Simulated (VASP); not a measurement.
## Ca11Mg5O16: single point with HSE06

Crystal: Ca11Mg5O16.

```
O Ca Mg
1.0
     9.22601    0.00000    0.00000
     0.00000    9.22601    0.00000
     0.00000    0.00000    9.22601
O Ca Mg
32 22 10
Direct
  0.26159 0.01106 0.99979
  0.24983 0.00167 0.49974
  0.24937 0.48900 0.01113
  0.23976 0.49847 0.48649
  0.73898 0.00226 0.99186
  0.74945 0.00071 0.50788
  0.75642 0.49797 0.01103
  0.76087 0.49950 0.48874
  0.01048 0.26132 0.98900
  0.00119 0.26326 0.51255
  0.00183 0.73824 0.99821
  0.00021 0.73626 0.50127
  0.49021 0.25444 0.98895
  0.49856 0.25171 0.51305
  0.49879 0.73293 0.99768
  0.49998 0.74877 0.50108
  0.99896 0.00145 0.24833
  0.98991 0.01400 0.75186
  0.00049 0.49789 0.24553
  0.99932 0.48826 0.75607
  0.50124 0.00222 0.23493
  0.50982 0.01393 0.76358
  0.50155 0.49762 0.23739
  0.50137 0.48717 0.76182
  0.25000 0.26124 0.23992
  0.24995 0.25096 0.76082
  0.25015 0.73720 0.24784
  0.25017 0.75014 0.75073
  0.75037 0.25943 0.24914
  0.74997 0.24251 0.75222
  0.75028 0.73946 0.24933
  0.75008 0.75738 0.75028
  0.00025 0.00547 0.99594
  0.99765 0.00334 0.50457
  0.50194 0.00254 0.50604
  0.50044 0.49820 0.49648
  0.24802 0.25430 0.50273
  0.25223 0.74380 0.00119
  0.24817 0.74554 0.49735
  0.74905 0.25347 0.99749
  0.75203 0.25250 0.50418
  0.74788 0.74648 0.99981
  0.75194 0.74745 0.49978
  0.25255 0.00272 0.24549
  0.25238 0.00636 0.75416
  0.24804 0.49470 0.75519
  0.74773 0.99996 0.24681
  0.75229 0.49506 0.75386
  0.00185 0.25658 0.24717
  0.00018 0.74188 0.24883
  0.99829 0.74623 0.75041
  0.49829 0.25479 0.24306
  0.50023 0.74441 0.24424
  0.50216 0.75130 0.75457
  0.00215 0.49447 0.00224
  0.99981 0.49722 0.49425
  0.49942 0.01778 0.99453
  0.49412 0.49533 0.00248
  0.25132 0.25744 0.99709
  0.24512 0.49627 0.24356
  0.74714 0.00871 0.75513
  0.75461 0.49907 0.24507
  0.00085 0.25516 0.75399
  0.49959 0.25151 0.75781
```

| Quantity | Value |
| --- | --- |
| Program | VASP 6.6.1 |
| Task | single point |
| Functional | HSE06 |
| Potentials or basis | VASP PAW PBE potentials, release 64 (O, Ca_sv, Mg) |
| Cutoff | 520 eV |
| k mesh | 1 × 1 × 1 |
| Occupations | fermi-dirac, width 0.05 eV |
| Spin | no spin polarisation |

| Property | Result |
| --- | --- |
| Pressure | 3.5 GPa |
| Largest force | 0.187 eV/Å |
| Band gap on the k mesh | 5.78 eV |

Forces on the atoms (eV/Å):
```
O    0.118  0.074  0.012
O   -0.003 -0.036 -0.095
O    0.000 -0.097  0.093
O   -0.108  0.019 -0.137
O   -0.098 -0.026 -0.079
O    0.002 -0.030  0.029
O    0.037  0.009  0.146
O    0.113  0.012 -0.128
O    0.087  0.069 -0.080
O   -0.002  0.113  0.131
O    0.017 -0.145 -0.021
O    0.024 -0.140  0.025
O   -0.080 -0.020 -0.095
O   -0.018 -0.007  0.186
O   -0.013 -0.184 -0.030
O   -0.041 -0.046  0.061
O   -0.032  0.001 -0.011
O   -0.121  0.101 -0.016
O   -0.008  0.009 -0.006
O    0.007 -0.124  0.028
O    0.016 -0.011 -0.160
O    0.086  0.074  0.097
O    0.024  0.003 -0.111
O   -0.004 -0.127  0.096
O    0.001  0.084 -0.073
O    0.002 -0.015  0.088
O   -0.002 -0.077  0.034
O   -0.002  0.064 -0.056
O   -0.002  0.071  0.034
O   -0.012 -0.152 -0.016
O    0.004 -0.076  0.037
O    0.002  0.162 -0.033
Ca   0.034  0.001 -0.024
Ca   0.021 -0.003  0.045
Ca   0.031  0.022  0.012
Ca   0.016  0.001 -0.068
Ca   0.013 -0.002  0.013
Ca   0.017  0.043  0.036
Ca   0.011  0.007  0.018
Ca  -0.014  0.030 -0.055
Ca  -0.004  0.001 -0.004
Ca  -0.022  0.049 -0.004
Ca  -0.008  0.009  0.010
Ca  -0.015 -0.011  0.025
Ca  -0.008  0.012  0.015
Ca  -0.008  0.020 -0.011
Ca  -0.006 -0.015  0.032
Ca   0.005  0.021 -0.022
Ca   0.019  0.030  0.002
Ca  -0.007  0.012  0.003
Ca  -0.029 -0.005  0.006
Ca  -0.027 -0.004  0.004
Ca  -0.002  0.067  0.009
Ca   0.029  0.055  0.032
Mg   0.001 -0.035  0.016
Mg  -0.002 -0.015 -0.025
Mg  -0.009  0.070 -0.035
Mg  -0.028  0.001  0.021
Mg   0.009  0.042 -0.022
Mg  -0.023 -0.019 -0.037
Mg  -0.008  0.040  0.024
Mg   0.020 -0.005 -0.032
Mg   0.004  0.025  0.022
Mg  -0.002  0.001  0.044
```

Stress tensor (GPa, compression positive):
```
 4.21  0.08  0.10
 0.08  3.22 -0.15
 0.10 -0.15  3.08
```

Levels at points of the mesh, in eV from the valence-band top:
```tsv
k point	band 213	band 214	band 215	band 216	band 217	band 218	band 219	band 220
(0.00, 0.00, 0.00)	-0.28	-0.04	-0.01	0.00	5.78	5.81	5.85	5.88
```

Wall time 9.9 min on 1 × NVIDIA H100 80GB with 1 thread of AMD EPYC 7R13 Processor (Zen 3), on a shared host, peak memory 1.6 GiB.

Caveat: the k points lie up to 0.68 Å⁻¹ apart; the PAW data sets were made with another functional, which shifts forces and pressure a little. A k mesh can miss the band edges.
